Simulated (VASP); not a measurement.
Here is a VASP 6.6.1 calculation.

POSCAR

```
Sr
1.0
   -2.4250000000      2.4250000000      2.4250000000
    2.4250000000     -2.4250000000      2.4250000000
    2.4250000000      2.4250000000     -2.4250000000
Sr
1
Direct
    0.0000000000      0.0000000000      0.0000000000
```

Contents of INCAR.step1:

```
PREC     = Accurate       # precision mode
ENCUT    = 520            # plane-wave cutoff, eV
ISMEAR   = 0              # smearing method
SIGMA    = 0.1            # smearing width, eV
LREAL    = False          # projectors in reciprocal space
LASPH    = True           # aspherical terms in the spheres
NELM     = 100            # most SCF steps
NBANDS   = 11             # bands
GGA      = PE             # functional
ALGO     = Normal         # electronic algorithm
EDIFF    = 1E-4           # SCF threshold, eV
LWAVE    = True           # write WAVECAR
LCHARG   = False          # write CHGCAR
```

Contents of INCAR.step2:

```
PREC     = Accurate       # precision mode
ENCUT    = 520            # plane-wave cutoff, eV
EDIFF    = 1E-6           # SCF threshold, eV
ISMEAR   = 0              # smearing method
SIGMA    = 0.1            # smearing width, eV
LREAL    = False          # projectors in reciprocal space
LASPH    = True           # aspherical terms in the spheres
NELM     = 100            # most SCF steps
ALGO     = Normal         # electronic algorithm
ISIF     = 2              # what is computed and relaxed
LWAVE    = False          # write WAVECAR
LCHARG   = True           # write CHGCAR
METAGGA  = R2SCAN         # meta-GGA
LMIXTAU  = True         
LELF     = True           # ELF
LVHAR    = True         
NBANDS   = 11             # bands
ISTART   = 1
```

File KPOINTS:

```
regular mesh
0
Gamma
  6 6 6
```

Potentials or basis: VASP PAW PBE potentials, release 64 (Sr_sv).

Command:

```sh
$ cat potpaw_PBE.64/Sr_sv/POTCAR > POTCAR
$ cp INCAR.step1 INCAR
$ mpirun -np 1 vasp_std > vasp.out
$ cp INCAR.step2 INCAR
$ mpirun -np 1 vasp_std > vasp.out
```

Task: What does it give for the band gap on the k mesh?

Result: Zero (band 5 reaches 1.70 eV, above the bottom of band 6 at 1.44 eV).

Task: Predict the pressure.

Result: -0.3 GPa.

Caveat: the PAW data sets were made with another functional, which shifts forces and pressure a little.
